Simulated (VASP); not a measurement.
## TiH5: single point with PBE

Crystal: TiH5.

```
Ti H
1.0
     0.00000    3.02725    3.02725
     3.02725    0.00000    3.02725
     3.02725    3.02725    0.00000
Ti H
1 5
Direct
  0.25000 0.25000 0.25000
  0.37273 0.87576 0.87576
  0.87576 0.37273 0.87576
  0.87576 0.87576 0.37273
  0.87576 0.87576 0.87576
  0.50000 0.50000 0.50000
```

The cell was generated, and may not be a known phase.

- Program: VASP 6.6.1
- Task: single point
- Functional: PBE
- Potentials or basis: VASP PAW PBE potentials, release 64 (Ti_sv, H)
- Cutoff: 520 eV
- k mesh: 6 × 6 × 6
- Occupations: gaussian, width 0.1 eV
- Spin: no spin polarisation

The pressure is -26.9 GPa. The largest force is 0.233 eV/Å and the band gap on the k mesh is zero (an odd number of electrons rules out a gap without spin polarisation).

Forces in eV/Å, atoms in the order of the input:
```
Ti   0.000  0.000  0.000
H    0.134 -0.134 -0.134
H   -0.134  0.134 -0.134
H   -0.134 -0.134  0.134
H    0.134  0.134  0.134
H    0.000  0.000  0.000
```

Levels at points of the mesh, in eV from the Fermi level:
| k point | band 5 | band 6 | band 7 | band 8 | band 9 | band 10 | band 11 | band 12 |
| --- | --- | --- | --- | --- | --- | --- | --- | --- |
| (0.00, 0.00, 0.00) | -7.90 | -0.73 | -0.73 | -0.73 | -0.06 | 0.31 | 0.31 | 2.06 |
| (0.50, 0.00, 0.00) | -5.57 | -4.76 | -1.15 | -1.15 | 0.06 | 0.58 | 0.58 | 1.16 |
| (0.50, 0.50, 0.00) | -4.63 | -4.43 | -2.82 | -0.38 | -0.38 | 0.56 | 0.70 | 0.70 |

Wall time 33 s on 1 thread of Intel Xeon 8259CL, with other jobs on the host, peak memory 0.17 GiB.

Caveat: the cell stands under tension.
